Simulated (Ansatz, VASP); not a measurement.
## One calculation of TiO2, two programs

```
Ti O
1.0
     2.88206    0.00000    0.00000
    -1.44103    2.49594    0.00000
     0.00000    0.00000    6.02067
Ti O
1 2
Cartesian
  0.0000 0.0000 0.0000
  0.0000 1.6640 1.1265
  0.0000 1.6640 4.8941
```

Alike in both runs: functional PBE; k mesh 12 × 12 × 6; occupations gaussian, width 0.02 eV; no spin polarisation.

Ansatz relaxed the structure, and its values are those at the end. VASP's run is a single point on that final structure, the one shown.

|  | VASP | Ansatz |
| --- | --- | --- |
| version | VASP 6.6.1 | Ansatz 0.2.0 |
| potentials or method | VASP PAW PBE potentials, release 64 (Ti_sv, O), cutoff 520 eV | scalar-relativistic, plane waves, PAW |
| valence electrons in the cell | 24 | 24 |

Ansatz gave:

| Item | Value |
| --- | --- |
| gap on the k mesh at the Fermi level (eV) | 1.10 |
| least direct gap on the mesh (eV) | 1.32 |
| pressure (GPa) | 0.0 |
| rms of the force components (eV/Å) | 0.000 |

Which values does VASP return?

gap on the k mesh at the Fermi level (eV): 1.07; least direct gap on the mesh (eV): 1.29; pressure (GPa): 0.6; rms of the force components (eV/Å): 0.032.
